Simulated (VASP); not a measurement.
# CuAu (P4/mmm) in VASP: further runs, part 4 of 4

VASP 6.6.1. Earlier steps stand in the parts before.

## Step 6: Electric field gradients, r2SCAN (volume scaled by 1.05)

POSCAR

```
CuAu
1.0
    2.8974435364      0.0000000000      0.0000000000
    0.0000000000      2.8974435364      0.0000000000
    0.0000000000      0.0000000000      3.6403341968
Cu Au
1 1
Direct
    0.5000000000      0.5000000000      0.5000000000
    0.0000000000      0.0000000000      0.0000000000
```

INCAR.step1

```
SYSTEM = CuAu
ALGO = Normal ; EDIFF = 1E-4
ENCUT = 520 ; GGA = PE
ISMEAR = -1 ; LASPH = .TRUE.
LCHARG = .FALSE. ; LREAL = .FALSE.
LWAVE = .TRUE. ; NBANDS = 18
NELM = 80 ; PREC = Accurate
SIGMA = 0.05
```

INCAR.step2

```
SYSTEM = CuAu
ALGO = Normal ; EDIFF = 1E-8
ENCUT = 520 ; ISIF = 2
ISMEAR = -1 ; ISTART = 1
LASPH = .TRUE. ; LCHARG = .FALSE.
LEFG = .TRUE. ; LMIXTAU = .TRUE.
LREAL = .FALSE. ; LWAVE = .FALSE.
METAGGA = R2SCAN ; NBANDS = 18
NELM = 80 ; PREC = Accurate
SIGMA = 0.05
```

KPOINTS

```
k-points
0
G
  12 12 9
  0 0 0
```

Potentials or basis: VASP PAW PBE potentials, release 64 (Cu, Au).

On the command line:

```bash
> cat potpaw_PBE.64/Cu/POTCAR potpaw_PBE.64/Au/POTCAR > POTCAR
> cp INCAR.step1 INCAR
> mpirun -np 1 vasp_std > vasp.out
> cp INCAR.step2 INCAR
> mpirun -np 1 vasp_std > vasp.out
```

OUTCAR:

```text
SYSTEM = CuAu
   EDIFF = 1E-8
   ENCUT = 520
   ISIF = 2
   ISMEAR = -1
   ISTART = 1
   LASPH = .TRUE.
   LREAL = .FALSE.
   METAGGA = R2SCAN
   NELM = 80
   PREC = Accurate

 ion  position               nearest neighbor table
   1  0.500  0.500  0.500-   2 2.74   2 2.74   2 2.74   2 2.74   2 2.74   2 2.74   2 2.74   2 2.74

   2  0.000  0.000  0.000-   1 2.74   1 2.74   1 2.74   1 2.74   1 2.74   1 2.74   1 2.74   1 2.74

  LATTYP: Found a simple tetragonal cell.
 ALAT       =     2.8974435364
 C/A-ratio  =     1.2563952157

  Lattice vectors:

 A1 = (   2.8974435364,   0.0000000000,   0.0000000000)
 A2 = (   0.0000000000,   2.8974435364,   0.0000000000)
 A3 = (   0.0000000000,   0.0000000000,   3.6403341968)

Analysis of symmetry for initial positions (statically):
=====================================================================
 Subroutine PRICEL returns:
 Original cell was already a primitive cell.

 Routine SETGRP: Setting up the symmetry group for a
 simple tetragonal supercell.

 Subroutine GETGRP returns: Found 16 space group operations
 (whereof 16 operations were pure point group operations)
 out of a pool of 16 trial point group operations.

The static configuration has the point symmetry D_4h.

Analysis of symmetry for dynamics (positions and initial velocities):
=====================================================================
 Subroutine PRICEL returns:
 Original cell was already a primitive cell.

 Routine SETGRP: Setting up the symmetry group for a
 simple tetragonal supercell.

 Subroutine GETGRP returns: Found 16 space group operations
 (whereof 16 operations were pure point group operations)
 out of a pool of 16 trial point group operations.

The dynamic configuration has the point symmetry D_4h.

 Subroutine INISYM returns: Found 16 space group operations
 (whereof 16 operations are pure point group operations),
 and found     1 'primitive' translations

----------------------------------------------------------------------------------------

                                     Primitive cell

  volume of cell :      30.5613

  direct lattice vectors                    reciprocal lattice vectors
     2.897443536  0.000000000  0.000000000     0.345131833  0.000000000  0.000000000
     0.000000000  2.897443536  0.000000000     0.000000000  0.345131833  0.000000000
     0.000000000  0.000000000  3.640334197     0.000000000  0.000000000  0.274700054

  length of vectors
     2.897443536  2.897443536  3.640334197     0.345131833  0.345131833  0.274700054

  position of ions in fractional coordinates (direct lattice)
     0.500000000  0.500000000  0.500000000
     0.000000000  0.000000000  0.000000000

  ion indices of the primitive-cell ions
   primitive index   ion index
                 1           1
[... 69 lines left out ...]
   LSORBIT =      F    spin-orbit coupling
   LASPH  =      T    aspherical Exc in radial PAW
   ENCUT  =  520.0 eV  38.22 Ry    6.18 a.u.   5.39  5.39  6.77*2*pi/ulx,y,z
   NELM   =     80;   NELMIN=  2; NELMDL=  0     # of ELM steps
   EDIFF  = 0.1E-07   stopping-criterion for ELM
   LREAL  =      F    real-space projection
   EDIFFG = 0.1E-06   stopping-criterion for IOM
   NSW    =      0    number of steps for IOM
   IBRION =     -1    ionic relax: 0-MD 1-quasi-New 2-CG
   NFREE  =      0    steps in history (QN), initial steepest desc. (CG)
   ISIF   =      2    stress and relaxation
   ISYM   =      2    0-nonsym 1-usesym 2-fastsym
   POTIM  = 0.5000    time-step for ionic-motion
   TEBEG  =    0.0;   TEEND  =   0.0 temperature during run
   PSTRESS=    0.0 pullay stress
   NELECT =      22.0000    total number of electrons
   NUPDOWN=      -1.0000    fix difference up-down
   EMIN   =  10.00;   EMAX   =-10.00  energy-range for DOS
   EFERMI =   0.00;   METHOD = LEGACY
   ISMEAR =    -1;   SIGMA  =   0.05  broadening in eV -4-tet -1-fermi 0-gaus
   EFERMI_NEDOS =   21; number of points for ismear=-14 and -15
   IALGO  =     38    algorithm
   IMIX   =      4    mixing-type and parameters
     AMIX     =   0.40;   BMIX     =  1.00
     AMIX_MAG =   1.60;   BMIX_MAG =  1.00
  volume/ion in A,a.u.               =      15.28       103.12
  Fermi-wavevector in a.u.,A,eV,Ry     =   1.467209  2.772623 29.289293  2.152702
  Thomas-Fermi vector in A             =   2.582854
   LORBIT       =      0    0 simple, 1 ext, 2 COOP (PROOUT), +10 PAW based schemes
   METAGGA = R2SCAN    functional components
   LHFCALC =     F    Hartree Fock is set to
   AEXX    =    0.0000 exact exchange contribution
   IVDW    =     0    specifies the selected vdW correction
   LEPSILON=     F    determine dielectric tensor
   LRPA    =     F    only Hartree local field effects (RPA)
 non-spin polarized calculation
  energy-cutoff  :      520.00
  volume of cell :       30.56
 maximum number of plane-waves:       845
 NGX is ok and might be reduce to    24
   NGX = 11   NGY = 11   NGZ = 13

 number of electron      21.9999998 magnetization

 Free energy of the ion-electron system (eV)
  ---------------------------------------------------
  ext. energy  EPLUGINS =         0.00000000
  ---------------------------------------------------
  free energy    TOTEN  =       -61.51717253 eV

  energy without entropy =      -61.51076549  energy(sigma->0) =      -61.51396901

 E-fermi :   7.8047     XC(G=0): -13.2667

 val. band max:        7.7940924220   @ k =   0.5000   0.0833   0.4444
 cond. band min:       7.8193051649   @ k =   0.4167   0.1667   0.4444
 fundamental gap:      0.0252127429
 Fermi energy:         7.8047118472

 k-point     1 :       0.0000    0.0000    0.0000
  band No.  band energies     occupation
      1      -1.6861      2.00000
      2       1.4502      2.00000
      3       1.6026      2.00000
      4       3.7568      2.00000
      5       3.7568      2.00000
      6       4.6388      2.00000
[... 481 lines left out ...]
      5       4.3326      2.00000
      6       5.5047      2.00000
[... 10 lines left out ...]
     17      21.1867      0.00000
     18      21.2291      0.00000

 [... further k-points ...]
[... 5 lines left out ...]
  --------------------------------------------------------------------------------------
  -------------------------------------------------------------------------------------
  Total       -1.2170763     -1.2170763     -1.2771582      0.0000000     -0.0000000      0.0000000
  in kB      -63.8053634    -63.8053634    -66.9551599      0.0000000     -0.0000000      0.0000000
  external PRESSURE =     -64.8552956 kB  Pullay stress =       0.0000000 kB

 VOLUME and BASIS-vectors are now :
 -----------------------------------------------------------------------------
  energy-cutoff  :      520.00
  volume of cell :       30.56
      direct lattice vectors                 reciprocal lattice vectors
     2.897443536  0.000000000  0.000000000     0.345131833  0.000000000  0.000000000
     0.000000000  2.897443536  0.000000000     0.000000000  0.345131833  0.000000000
     0.000000000  0.000000000  3.640334197     0.000000000  0.000000000  0.274700054

 POSITION                                       TOTAL-FORCE (eV/Angst)
 -----------------------------------------------------------------------------------
      1.44872      1.44872      1.82017         0.000000      0.000000      0.000000
      0.00000      0.00000      0.00000         0.000000      0.000000      0.000000
 -----------------------------------------------------------------------------------
    total drift:                                0.000000      0.000000     -0.000000

  FREE ENERGIE OF THE ION-ELECTRON SYSTEM (eV)
  ---------------------------------------------------
  free  energy   TOTEN  =       -61.5171725341 eV

  energy  without entropy=      -61.5107654882  energy(sigma->0) =      -61.51396901

 Electric field gradients (V/A^2)
---------------------------------------------------------------------
 ion       V_xx      V_yy      V_zz      V_xy      V_xz      V_yz
---------------------------------------------------------------------
   1       4.495     4.495    -8.991    -0.000     0.000     0.000
   2     -33.520   -33.520    67.041    -0.000     0.000     0.000
---------------------------------------------------------------------

 Electric field gradients after diagonalization (V/A^2)
 (convention: |V_zz| > |V_xx| > |V_yy|)
----------------------------------------------------------------------
 ion       V_xx      V_yy      V_zz     asymmetry (V_yy - V_xx)/ V_zz
----------------------------------------------------------------------
   1       4.495     4.495    -8.991       0.000
   2     -33.520   -33.520    67.041       0.000
----------------------------------------------------------------------

           NMR quadrupolar parameters

 Cq : quadrupolar parameter    Cq=e*Q*V_zz/h
 eta: asymmetry parameters     (V_yy - V_xx)/ V_zz
 Q  : nuclear electric quadrupole moment in mb (millibarn)
----------------------------------------------------------------------
 ion       Cq(MHz)       eta       Q (mb)
----------------------------------------------------------------------
   1      -0.022       0.000       1.000
   2       0.162       0.000       1.000
----------------------------------------------------------------------
```

Wall time 92 s (1 thread of Intel Xeon 6975P-C (Granite Rapids), shared host); peak memory 0.21 GiB.

Results:

- Free energy: -61.5172 eV
- Pressure: -6.5 GPa
- Band gap on the k mesh: zero (band 11 reaches 13.11 eV, above the bottom of band 12 at 5.85 eV)

Levels at points of the mesh, in eV from the Fermi level:
```csv
k point,band 8,band 9,band 10,band 11,band 12,band 13,band 14,band 15
"(0.00, 0.00, 0.00)",-2.06,-1.68,-1.47,-1.47,3.01,8.86,9.87,9.87
"(0.50, 0.00, 0.00)",-2.83,-2.34,-2.13,-0.92,-0.42,10.09,10.34,11.94
"(0.50, 0.50, 0.00)",-1.67,-1.34,-1.34,0.73,0.73,4.66,6.73,10.99
```

Electric field gradients, principal values (V/Å²):
```
atom    least   middle  greatest (by size)
1 Cu    4.495    4.495              -8.991
2 Au  -33.520  -33.520              67.041
```

Caveat: without QUAD_EFG the Cq values of the log hold for a quadrupole moment of 1 mb, not for the nuclei; the PAW data sets were made with another functional, which shifts forces and pressure a little; spin-orbit coupling is left out, which moves the levels of the heavy elements.

## Step 7: Overview

| cell | gap on the mesh (eV) | pressure (GPa) |
| --- | --- | --- |
| a = 2.802, b = 2.802, c = 3.521 Å, 2 atoms | none | 9.5 |
| a = 2.827, b = 2.827, c = 3.552 Å, 2 atoms | none | 4.5 |
| a = 2.851, b = 2.851, c = 3.582 Å, 2 atoms | none | 0.2 |
| a = 2.874, b = 2.874, c = 3.611 Å, 2 atoms | none | -3.4 |
| a = 2.897, b = 2.897, c = 3.640 Å, 2 atoms | none | -6.5 |

Alike in all rows: task electric field gradients; level r2SCAN; potentials or basis VASP PAW PBE potentials, release 64 (Cu, Au); no spin polarisation; k mesh 12 × 12 × 9; cutoff (eV) 520; smearing fermi-dirac 0.05 eV.

Caveats: the PAW data sets were made with another functional, which shifts forces and pressure a little; spin-orbit coupling is left out, which moves the levels of the heavy elements.

Total energies depend on the potentials used, so only differences within one code and one set of settings carry meaning.
